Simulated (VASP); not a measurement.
# CuI (Marshite) (F-43m) in VASP: further runs

The runs below take CuI (Marshite) through single point, with PBEsol.

All numbers are computed with VASP 6.6.1; they aren't measurements. Logs are shortened: lines on timing, memory, paths and dates and some standing lists are left out, and cuts for length are marked.

### Step 1. The cell of the first run

It takes space group F-43m (No. 216, cubic). The conventional cell has a = 5.394 Å, b = 5.394 Å, c = 5.394 Å, α = 90.00°, β = 90.00°, γ = 90.00°. I (site symmetry -43m) has 4 Cu at 2.34 Å within 3.1 Å. Cu (site symmetry -43m) has 4 I at 2.34 Å within 3.1 Å.

### Step 2. Single point, PBEsol

INCAR

```
SYSTEM = CuI
ALGO = Normal
EDIFF = 1E-7
ENCUT = 520
GGA = PS
ISIF = 2
ISMEAR = -1
LASPH = .TRUE.
LCHARG = .FALSE.
LREAL = .FALSE.
LWAVE = .FALSE.
NBANDS = 16
NELM = 60
PREC = Accurate
SIGMA = 0.05
```

KPOINTS

```
k-points
0
G
  8 8 8
  0 0 0
```

POSCAR

```
CuI
1.0
    0.0000000000      2.6972165792      2.6972165792
    2.6972165792      0.0000000000      2.6972165792
    2.6972165792      2.6972165792      0.0000000000
I Cu
1 1
Direct
    0.0000000000      0.0000000000      0.0000000000
    0.7500000000      0.7500000000      0.7500000000
```

Potentials or basis: VASP PAW PBE potentials, release 64 (I, Cu).

Run with:

```bash
cat potpaw_PBE.64/I/POTCAR potpaw_PBE.64/Cu/POTCAR > POTCAR
mpirun -np 1 vasp_std > vasp.out
```

OUTCAR:

```text
SYSTEM = CuI
   EDIFF = 1E-7
   ENCUT = 520
   GGA = PS
   ISIF = 2
   ISMEAR = -1
   LASPH = .TRUE.
   LREAL = .FALSE.
   NELM = 60
   PREC = Accurate

 ion  position               nearest neighbor table
   1  0.000  0.000  0.000-   2 2.34   2 2.34   2 2.34   2 2.34
   2  0.750  0.750  0.750-   1 2.34   1 2.34   1 2.34   1 2.34

  LATTYP: Found a face centered cubic cell.
 ALAT       =     5.3944331584

  Lattice vectors:

 A1 = (   0.0000000000,   2.6972165792,   2.6972165792)
 A2 = (   2.6972165792,   0.0000000000,   2.6972165792)
 A3 = (   2.6972165792,   2.6972165792,   0.0000000000)

Analysis of symmetry for initial positions (statically):
=====================================================================
 Subroutine PRICEL returns:
 Original cell was already a primitive cell.

 Routine SETGRP: Setting up the symmetry group for a
 face centered cubic supercell.

 Subroutine GETGRP returns: Found 24 space group operations
 (whereof 24 operations were pure point group operations)
 out of a pool of 48 trial point group operations.

The static configuration has the point symmetry T_d .

Analysis of symmetry for dynamics (positions and initial velocities):
=====================================================================
 Subroutine PRICEL returns:
 Original cell was already a primitive cell.

 Routine SETGRP: Setting up the symmetry group for a
 face centered cubic supercell.

 Subroutine GETGRP returns: Found 24 space group operations
 (whereof 24 operations were pure point group operations)
 out of a pool of 48 trial point group operations.

The dynamic configuration has the point symmetry T_d .

 Subroutine INISYM returns: Found 24 space group operations
 (whereof 24 operations are pure point group operations),
 and found     1 'primitive' translations

----------------------------------------------------------------------------------------

                                     Primitive cell

  volume of cell :      39.2444

  direct lattice vectors                    reciprocal lattice vectors
     0.000000000  2.697216579  2.697216579    -0.185376289  0.185376289  0.185376289
     2.697216579  0.000000000  2.697216579     0.185376289 -0.185376289  0.185376289
     2.697216579  2.697216579  0.000000000     0.185376289  0.185376289 -0.185376289

  length of vectors
     3.814440267  3.814440267  3.814440267     0.321081151  0.321081151  0.321081151

[... 73 lines left out ...]
   ICHARG =      2    charge: 1-file 2-atom 10-const
   ISPIN  =      1    spin polarized calculation?
   LNONCOLLINEAR =      F non collinear calculations
   LSORBIT =      F    spin-orbit coupling
   LASPH  =      T    aspherical Exc in radial PAW
   ENCUT  =  520.0 eV  38.22 Ry    6.18 a.u.   7.09  7.09  7.09*2*pi/ulx,y,z
   NELM   =     60;   NELMIN=  2; NELMDL= -5     # of ELM steps
   EDIFF  = 0.1E-06   stopping-criterion for ELM
   LREAL  =      F    real-space projection
   EDIFFG = 0.1E-05   stopping-criterion for IOM
   NSW    =      0    number of steps for IOM
   IBRION =     -1    ionic relax: 0-MD 1-quasi-New 2-CG
   NFREE  =      0    steps in history (QN), initial steepest desc. (CG)
   ISIF   =      2    stress and relaxation
   ISYM   =      2    0-nonsym 1-usesym 2-fastsym
   POTIM  = 0.5000    time-step for ionic-motion
   TEBEG  =    0.0;   TEEND  =   0.0 temperature during run
   PSTRESS=    0.0 pullay stress
   NELECT =      18.0000    total number of electrons
   NUPDOWN=      -1.0000    fix difference up-down
   EMIN   =  10.00;   EMAX   =-10.00  energy-range for DOS
   EFERMI =   0.00;   METHOD = LEGACY
   ISMEAR =    -1;   SIGMA  =   0.05  broadening in eV -4-tet -1-fermi 0-gaus
   EFERMI_NEDOS =   21; number of points for ismear=-14 and -15
   IALGO  =     38    algorithm
   IMIX   =      4    mixing-type and parameters
     AMIX     =   0.40;   BMIX     =  1.00
     AMIX_MAG =   1.60;   BMIX_MAG =  1.00
  volume/ion in A,a.u.               =      19.62       132.42
  Fermi-wavevector in a.u.,A,eV,Ry     =   1.262525  2.385826 21.687256  1.593968
  Thomas-Fermi vector in A             =   2.395928
   LORBIT       =      0    0 simple, 1 ext, 2 COOP (PROOUT), +10 PAW based schemes
   GGA     = PS    functional components
   LHFCALC =     F    Hartree Fock is set to
   AEXX    =    0.0000 exact exchange contribution
   IVDW    =     0    specifies the selected vdW correction
   LEPSILON=     F    determine dielectric tensor
   LRPA    =     F    only Hartree local field effects (RPA)
 non-spin polarized calculation
  energy-cutoff  :      520.00
  volume of cell :       39.24
 maximum number of plane-waves:      1067
   NGX = 15   NGY = 15   NGZ = 15

 number of electron      17.9999990 magnetization

 Free energy of the ion-electron system (eV)
  ---------------------------------------------------
  ext. energy  EPLUGINS =         0.00000000
  ---------------------------------------------------
  free energy    TOTEN  =        -5.38893982 eV

  energy without entropy =       -5.38893982  energy(sigma->0) =       -5.38893982

 E-fermi :   9.8103     XC(G=0): -10.8292

 val. band max:        8.9414915630   @ k =   0.0000   0.0000   0.0000
 cond. band min:      10.6847146467   @ k =   0.5000   0.5000   0.0000
 fundamental gap:      1.7432230837
 Fermi energy:         9.8102720277

 k-point     1 :       0.0000    0.0000    0.0000
  band No.  band energies     occupation
      1      -7.5633      2.00000
      2       3.1572      2.00000
      3       3.1572      2.00000
      4       3.1572      2.00000
      5       5.0492      2.00000
      6       5.0492      2.00000
[... 433 lines left out ...]
      3       2.5999      2.00000
      4       3.3174      2.00000
      5       4.9227      2.00000
      6       5.0623      2.00000
[... 8 lines left out ...]
     15      20.0611      0.00000
     16      21.4592      0.00000

 [... further k-points ...]
[... 5 lines left out ...]
  --------------------------------------------------------------------------------------
  -------------------------------------------------------------------------------------
  Total        7.3434071      7.3434071      7.3434071      0.0000000      0.0000000     -0.0000000
  in kB      299.7993817    299.7993817    299.7993817      0.0000000      0.0000000     -0.0000000
  external PRESSURE =     299.7993817 kB  Pullay stress =       0.0000000 kB

 VOLUME and BASIS-vectors are now :
 -----------------------------------------------------------------------------
  energy-cutoff  :      520.00
  volume of cell :       39.24
      direct lattice vectors                 reciprocal lattice vectors
     0.000000000  2.697216579  2.697216579    -0.185376289  0.185376289  0.185376289
     2.697216579  0.000000000  2.697216579     0.185376289 -0.185376289  0.185376289
     2.697216579  2.697216579  0.000000000     0.185376289  0.185376289 -0.185376289

 POSITION                                       TOTAL-FORCE (eV/Angst)
 -----------------------------------------------------------------------------------
      0.00000      0.00000      0.00000         0.000000      0.000000      0.000000
      4.04582      4.04582      4.04582        -0.000000     -0.000000     -0.000000
 -----------------------------------------------------------------------------------
    total drift:                                0.000002      0.000002      0.000002

  FREE ENERGIE OF THE ION-ELECTRON SYSTEM (eV)
  ---------------------------------------------------
  free  energy   TOTEN  =        -5.3889398199 eV

  energy  without entropy=       -5.3889398192  energy(sigma->0) =       -5.38893982
```

OSZICAR:

```text
N       E                     dE             d eps       ncg     rms          rms(c)
DAV:   1     0.974632550964E+02    0.97463E+02   -0.79393E+03   936   0.135E+03
DAV:   2     0.321843814800E-01   -0.97431E+02   -0.88954E+02   968   0.256E+02
DAV:   3    -0.587982317628E+01   -0.59120E+01   -0.58500E+01  1248   0.632E+01
DAV:   4    -0.602165686721E+01   -0.14183E+00   -0.14177E+00  1104   0.901E+00
DAV:   5    -0.602834024183E+01   -0.66834E-02   -0.66833E-02  1424   0.221E+00    0.924E+00
DAV:   6    -0.582787631442E+01    0.20046E+00   -0.66472E+00   960   0.829E+01    0.590E+00
DAV:   7    -0.540306231399E+01    0.42481E+00   -0.15924E+00  1096   0.486E+01    0.292E+00
DAV:   8    -0.539692859378E+01    0.61337E-02   -0.87306E-02  1480   0.515E+00    0.897E-01
DAV:   9    -0.538881853263E+01    0.81101E-02   -0.24360E-02  1208   0.537E+00    0.274E-01
DAV:  10    -0.538902121713E+01   -0.20268E-03   -0.13687E-03  1248   0.354E-01    0.171E-01
DAV:  11    -0.538893620336E+01    0.85014E-04   -0.44153E-04  1240   0.792E-01    0.500E-02
DAV:  12    -0.538894156944E+01   -0.53661E-05   -0.54771E-05  1200   0.578E-02    0.336E-02
DAV:  13    -0.538894195144E+01   -0.38200E-06   -0.17482E-06  1320   0.112E-02    0.364E-02
DAV:  14    -0.538893988739E+01    0.20641E-05   -0.60521E-06  1256   0.986E-02    0.152E-02
DAV:  15    -0.538893984038E+01    0.47005E-07   -0.17869E-06  1400   0.891E-03    0.918E-03
DAV:  16    -0.538893981985E+01    0.20526E-07   -0.23007E-08   744   0.308E-03
   1 F= -.53889398E+01 E0= -.53889398E+01  d E =-.698928E-09
```

stdout:

```text
POSCAR found type information on POSCAR I Cu
 POSCAR found :  2 types and       2 ions
 scaLAPACK will be used
 -----------------------------------------------------------------------------
|                                                                             |
|                                                                             |
|     You enforced a specific xc type in the INCAR file but a different       |
|     I HOPE YOU KNOW WHAT YOU ARE DOING!                                     |
|                                                                             |
 -----------------------------------------------------------------------------

 LDA part: xc-table for (Slater+PW92), standard interpolation
 POSCAR, INCAR and KPOINTS ok, starting setup
 FFT: planning ... GRIDC
 FFT: planning ... GRID_SOFT
 FFT: planning ... GRID
 WAVECAR not read
 entering main loop
```

It took 21 s on 1 thread of Intel Xeon 6975P-C, shared host; peak memory 0.17 GiB.

Results:

```yaml
Free_energy: -5.3889 eV
Pressure: 30.0 GPa
Band_gap_on_the_k_mesh: 1.74 eV, indirect (least direct gap 2.20 eV)
```

Caveat: the PAW data sets were made with another functional, which shifts forces and pressure a little; spin-orbit coupling is left out, which moves the levels of the heavy elements.

### Step 3. Single point, PBEsol

This run uses another cell than the first one, of 20.90 Å³/atom, 1.065 times its volume.

INCAR

```
PREC = Accurate
ENCUT = 520
EDIFF = 1E-6
ISMEAR = -1
SIGMA = 0.05
LREAL = False
LASPH = True
NELM = 60
ALGO = Normal
ISIF = 2
LWAVE = False
LCHARG = False
GGA = PS
NBANDS = 16
```

KPOINTS

```
Automatic mesh
0
Gamma
  8 8 8
```

POSCAR

```
CuI
1.0
    0.0000000000      2.7544194559      2.7544194559
    2.7544194559      0.0000000000      2.7544194559
    2.7544194559      2.7544194559      0.0000000000
I Cu
1 1
Direct
    0.0000000000      0.0000000000      0.0000000000
    0.7500000000      0.7500000000      0.7500000000
```

Potentials or basis: VASP PAW PBE potentials, release 64 (I, Cu).

Run with:

```bash
cat potpaw_PBE.64/I/POTCAR potpaw_PBE.64/Cu/POTCAR > POTCAR
mpirun -np 1 vasp_std > vasp.out
```

OUTCAR:

```text
PREC = Accurate
   ENCUT = 520
   EDIFF = 1E-6
   ISMEAR = -1
   LREAL = False
   LASPH = True
   NELM = 60
   ISIF = 2
   GGA = PS

 ion  position               nearest neighbor table
   1  0.000  0.000  0.000-   2 2.39   2 2.39   2 2.39   2 2.39
   2  0.750  0.750  0.750-   1 2.39   1 2.39   1 2.39   1 2.39

  LATTYP: Found a face centered cubic cell.
 ALAT       =     5.5088389118

  Lattice vectors:

 A1 = (   0.0000000000,   2.7544194559,   2.7544194559)
 A2 = (   2.7544194559,   0.0000000000,   2.7544194559)
 A3 = (   2.7544194559,   2.7544194559,   0.0000000000)

Analysis of symmetry for initial positions (statically):
=====================================================================
 Subroutine PRICEL returns:
 Original cell was already a primitive cell.

 Routine SETGRP: Setting up the symmetry group for a
 face centered cubic supercell.

 Subroutine GETGRP returns: Found 24 space group operations
 (whereof 24 operations were pure point group operations)
 out of a pool of 48 trial point group operations.

The static configuration has the point symmetry T_d .
[... 154 lines left out ...]
  ---------------------------------------------------
  ext. energy  EPLUGINS =         0.00000000
  ---------------------------------------------------
  free energy    TOTEN  =        -5.78495979 eV

  energy without entropy =       -5.78495979  energy(sigma->0) =       -5.78495979

 E-fermi :   8.8987     XC(G=0): -10.5151

 val. band max:        7.9565880217   @ k =   0.0000   0.0000   0.0000
 cond. band min:       9.8812036780   @ k =   0.5000   0.5000   0.0000
 fundamental gap:      1.9246156563
 Fermi energy:         8.8986922617

 k-point     1 :       0.0000    0.0000    0.0000
  band No.  band energies     occupation
      1      -7.9926      2.00000
      2       2.6509      2.00000
      3       2.6509      2.00000
      4       2.6509      2.00000
      5       4.5184      2.00000
      6       4.5184      2.00000
[... 433 lines left out ...]
      3       2.0850      2.00000
      4       2.7695      2.00000
      5       4.4039      2.00000
      6       4.5304      2.00000
[... 8 lines left out ...]
     15      19.0412      0.00000
     16      20.2476      0.00000

 [... further k-points ...]
[... 5 lines left out ...]
  --------------------------------------------------------------------------------------
  -------------------------------------------------------------------------------------
  Total        5.3394662      5.3394662      5.3394662      0.0000000      0.0000000     -0.0000000
  in kB      204.6860289    204.6860289    204.6860289      0.0000000      0.0000000     -0.0000000
  external PRESSURE =     204.6860289 kB  Pullay stress =       0.0000000 kB

 VOLUME and BASIS-vectors are now :
 -----------------------------------------------------------------------------
  energy-cutoff  :      520.00
  volume of cell :       41.79
      direct lattice vectors                 reciprocal lattice vectors
     0.000000000  2.754419456  2.754419456    -0.181526455  0.181526455  0.181526455
     2.754419456  0.000000000  2.754419456     0.181526455 -0.181526455  0.181526455
     2.754419456  2.754419456  0.000000000     0.181526455  0.181526455 -0.181526455

 POSITION                                       TOTAL-FORCE (eV/Angst)
 -----------------------------------------------------------------------------------
      0.00000      0.00000      0.00000         0.000000      0.000000      0.000000
      4.13163      4.13163      4.13163        -0.000000     -0.000000     -0.000000
 -----------------------------------------------------------------------------------
    total drift:                               -0.000000     -0.000000     -0.000000

  FREE ENERGIE OF THE ION-ELECTRON SYSTEM (eV)
  ---------------------------------------------------
  free  energy   TOTEN  =        -5.7849597856 eV

  energy  without entropy=       -5.7849597854  energy(sigma->0) =       -5.78495979
```

OSZICAR:

```text
N       E                     dE             d eps       ncg     rms          rms(c)
DAV:   1     0.947675510357E+02    0.94768E+02   -0.76187E+03   928   0.129E+03
DAV:   2    -0.518450260386E+00   -0.95286E+02   -0.87762E+02   968   0.248E+02
DAV:   3    -0.621108918806E+01   -0.56926E+01   -0.56136E+01  1224   0.622E+01
DAV:   4    -0.634464210213E+01   -0.13355E+00   -0.13349E+00  1176   0.896E+00
DAV:   5    -0.635054308551E+01   -0.59010E-02   -0.59007E-02  1360   0.204E+00    0.853E+00
DAV:   6    -0.618728565487E+01    0.16326E+00   -0.61873E+00   928   0.773E+01    0.547E+00
DAV:   7    -0.579557932597E+01    0.39171E+00   -0.14713E+00  1112   0.459E+01    0.261E+00
DAV:   8    -0.579230896706E+01    0.32704E-02   -0.84465E-02  1440   0.530E+00    0.855E-01
DAV:   9    -0.578486662542E+01    0.74423E-02   -0.23069E-02  1192   0.501E+00    0.279E-01
DAV:  10    -0.578505155428E+01   -0.18493E-03   -0.12868E-03  1232   0.334E-01    0.194E-01
DAV:  11    -0.578495036417E+01    0.10119E-03   -0.38551E-04  1240   0.718E-01    0.311E-02
DAV:  12    -0.578495962901E+01   -0.92648E-05   -0.78045E-05  1480   0.103E-01    0.396E-02
DAV:  13    -0.578495978556E+01   -0.15655E-06   -0.87915E-07   872   0.657E-03
   1 F= -.57849598E+01 E0= -.57849598E+01  d E =-.135055E-09
```

Wall time 26 s (1 thread of Intel Xeon 6975P-C, shared host); peak memory 0.18 GiB.

What came out:

- Free energy: -5.7850 eV
- Pressure: 20.5 GPa
- Band gap on the k mesh: 1.92 eV, indirect (least direct gap 1.96 eV)

Levels at points of the mesh, in eV from the valence-band top:
```tsv
k point	band 7	band 8	band 9	band 10	band 11	band 12
(0.00, 0.00, 0.00)	0.00	0.00	0.00	1.96	4.41	4.41
(0.50, 0.00, 0.00)	-3.32	-1.30	-1.30	2.29	5.06	5.06
(0.50, 0.50, 0.00)	-3.28	-2.83	-2.83	1.92	2.44	11.28
```

Caveat: the PAW data sets were made with another functional, which shifts forces and pressure a little; spin-orbit coupling is left out, which moves the levels of the heavy elements. PBEsol gaps usually lie below the measured ones, often by a third to a half.
